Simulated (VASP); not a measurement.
Write the native input for VASP 6.6.1 that does the following.

```yaml
Task: single point
Functional: PBE
Potentials_or_basis: VASP PAW PBE potentials, release 64 (Ga_d, P)
Cutoff: 520 eV
k_mesh: 4 × 4 × 4
Occupations: gaussian, width 0.1 eV
Spin: no spin polarisation
Dipole_correction: no
Further_INCAR_settings: ALGO = Normal; EDIFF = 1e-06; NBANDS = 46
```

The structure of GaP lies in POSCAR:

```
GaP
1.0
    6.3312108100      0.0000000000      0.0000000000
    0.0000000000      3.8675756400      0.0000000000
    0.0000000000      0.0000000000      6.5009902300
Ga P
4 4
Direct
    0.8210678200      0.7500000000      0.4095370000
    0.6789321800      0.2500000000      0.9095370000
    0.3210678200      0.7500000000      0.0904630000
    0.1789321800      0.2500000000      0.5904630000
    0.8210678200      0.2500000000      0.5904630000
    0.6789321800      0.7500000000      0.0904630000
    0.3210678200      0.2500000000      0.9095370000
    0.1789321800      0.7500000000      0.4095370000
```

The cell was generated, and may not be a known phase.

One way to write it, as run:

INCAR

```
SYSTEM = GaP
ALGO = Normal
EDIFF = 1E-6
ENCUT = 520
GGA = PE
ISIF = 2
ISMEAR = 0
LASPH = .TRUE.
LCHARG = .FALSE.
LREAL = .FALSE.
LWAVE = .FALSE.
NBANDS = 46
NELM = 60
PREC = Accurate
SIGMA = 0.1
```

KPOINTS

```
k-points
0
G
  4 4 4
  0 0 0
```

Potentials or basis: VASP PAW PBE potentials, release 64 (Ga_d, P).

Launch:

```sh
$ cat potpaw_PBE.64/Ga_d/POTCAR potpaw_PBE.64/P/POTCAR > POTCAR
$ mpirun -np 1 vasp_std > vasp.out
```

It gave:

| Property | Result |
| --- | --- |
| Pressure | 16.4 GPa |
| Largest force | 1.708 eV/Å |
| Band gap on the k mesh | 0.88 eV (least direct gap 1.44 eV) |

Caveat: the stress differs along the axes, from 13 to 19 GPa; forces of over 1 eV/Å act on the atoms, so gaps and moduli don't describe the material at rest.

Run time: 100 s on 1 thread of AMD EPYC 9R45 96-Core Processor (Zen 5), with other jobs on the host, peak memory 0.3 GiB.
